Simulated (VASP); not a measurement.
Set up this calculation in VASP 6.6.1, as the native input.

```yaml
Task: single point
Functional: LDA
Potentials_or_basis: VASP PAW LDA potentials, release 64 (Te, Cd, Zn)
Cutoff: 520 eV
k_mesh: 6 × 6 × 1
Occupations: gaussian, width 0.05 eV
Spin: no spin polarisation
Dipole_correction: yes
Further_INCAR_settings: ALGO = Normal; EDIFF = 1e-06; NBANDS = 32
```

The structure of ZnCd2Te2 lies in POSCAR:

```
ZnCd2Te2
1.0
    4.5325544674      0.0000000000      0.0000000000
   -2.2662772337      3.9253073128      0.0000000000
    0.0000000000      0.0000000000     19.8672286441
Te Cd Zn
2 2 1
Direct
    0.0000000000      0.0000000000      0.2013365866
    0.3333333333      0.6666666667      0.3964595968
    0.3333333333      0.6666666667      0.2479059306
    0.6666666667      0.3333333333      0.4211573136
    1.1111111111      0.4444444444      0.5553007339
```

The input as run:

INCAR

```
SYSTEM = ZnCd2Te2
  ALGO = Normal
  DIPOL = 0.5 0.5 0.364
  EDIFF = 1E-6
  ENCUT = 520
  IDIPOL = 3
  ISIF = 2
  ISMEAR = 0
  LASPH = .TRUE.
  LCHARG = .FALSE.
  LDIPOL = .TRUE.
  LREAL = .FALSE.
  LWAVE = .FALSE.
  NBANDS = 32
  NELM = 60
  PREC = Accurate
  SIGMA = 0.05
```

KPOINTS

```
k-points
0
G
  6 6 1
  0 0 0
```

Potentials or basis: VASP PAW LDA potentials, release 64 (Te, Cd, Zn).

The run is started by

```bash
$ cat potpaw_LDA.64/Te/POTCAR potpaw_LDA.64/Cd/POTCAR potpaw_LDA.64/Zn/POTCAR > POTCAR
$ mpirun -np 1 vasp_std > vasp.out
```

Results of the run:

- Largest force: 0.442 eV/Å
- Band gap on the k mesh: zero (filled and empty bands touch)

Caveat: spin-orbit coupling is left out, which moves the levels of the heavy elements.

Wall time 5.7 min on 1 thread of Intel(R) Xeon(R) Platinum 8259CL CPU @ 2.50GHz (Skylake/Cascade Lake), with other jobs on the host, peak memory 0.51 GiB.
